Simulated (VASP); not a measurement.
Si2Ni, 3 atoms in the cell. The structure is cubic, space group Fm-3m (No. 225). The conventional cell has a = 5.540 Å, b = 5.540 Å, c = 5.540 Å, α = 90.00°, β = 90.00°, γ = 90.00°. Si (site symmetry -43m) has 4 Ni at 2.40 Å and 6 Si at 2.77 Å within 3.2 Å. Within 3.2 Å of Ni (site symmetry m-3m) lie 8 Si at 2.40 Å.  This cell differs from its parent crystal: volume scaled by 1.04.

- Program: VASP 6.6.1
- Task: single point
- Functional: revPBE
- Potentials or basis: VASP PAW PBE potentials, release 64 (Si, Ni)
- Cutoff: 520 eV
- k mesh: 8 × 8 × 8
- Occupations: gaussian, width 0.05 eV
- Spin: collinear spin, ferromagnetic start
- Starting moments: [0.0, 0.0, 0.05] μB
- Dipole correction: no
- Further INCAR settings: ALGO = Normal; EDIFF = 1e-06; NBANDS = 20

Potentials or basis: VASP PAW PBE potentials, release 64 (Si, Ni).

Run with:

```console
$ cat potpaw_PBE.64/Si/POTCAR potpaw_PBE.64/Ni/POTCAR > POTCAR
$ mpirun -np 1 vasp_std > vasp.out
```

Hardware: 1 thread of Intel(R) Xeon(R) Platinum 8488C (Sapphire Rapids), on a shared host.

Q: How long does it take, and how much memory?

A: It took 66 s on 1 thread of Intel(R) Xeon(R) Platinum 8488C (Sapphire Rapids), with other jobs on the host, peak memory 0.2 GiB. Counts: scf iterations 15, k points 29.
